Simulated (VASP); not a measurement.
Runs of VASP 6.6.1 on BP. The structure is that of space group F-43m (No. 216), or close to it. The cells are those of the table. 

```csv
task,cell,k mesh,cutoff (eV),smearing,gap on the mesh (eV),pressure (GPa),relaxed volume (Å³/atom)
single point,"a = 3.168, b = 3.168, c = 3.175 Å, angles 59.9, 59.9, 60.2°, 2 atoms",8 × 8 × 8,520,gaussian 0.01 eV,(a),0.8,-
relaxation of cell and atoms,"relaxed from a = 3.209 Å, angles 60.0°, 2 atoms",12 × 12 × 12,600,fermi-dirac 0.05 eV,1.14,0.0,11.31
single point,"a = 3.176 Å, angles 60.0°, 2 atoms",8 × 8 × 8,520,gaussian 0.15 eV,1.18,-0.2,-
single point,"a = 3.175 Å, angles 60.0°, 2 atoms",8 × 8 × 8,520,gaussian 0.01 eV,1.18,-0.1,-
single point,"a = 3.191 Å, angles 60.0°, 2 atoms",8 × 8 × 8,520,gaussian 0.01 eV,1.20,-2.7,-
single point,"a = 3.175 Å, angles 60.0°, 2 atoms",12 × 12 × 12,520,fermi-dirac 0.05 eV,1.14,-0.2,-
single point,"a = 3.183, b = 3.183, c = 3.175 Å, angles 60.1, 60.1, 59.8°, 2 atoms",8 × 8 × 8,520,gaussian 0.01 eV,(b),-1.0,-
relaxation of cell and atoms,"relaxed from a = 3.209 Å, angles 60.0°, 2 atoms",8 × 8 × 8,600,gaussian 0.15 eV,1.18,0.0,11.31
```

Alike in all rows: level LDA; potentials or basis VASP PAW LDA potentials, release 64 (B, P); no spin polarisation.

Problem. Fill in the values left out.

Solution. (a) 1.10; (b) 1.15.

A k mesh can miss the band edges.
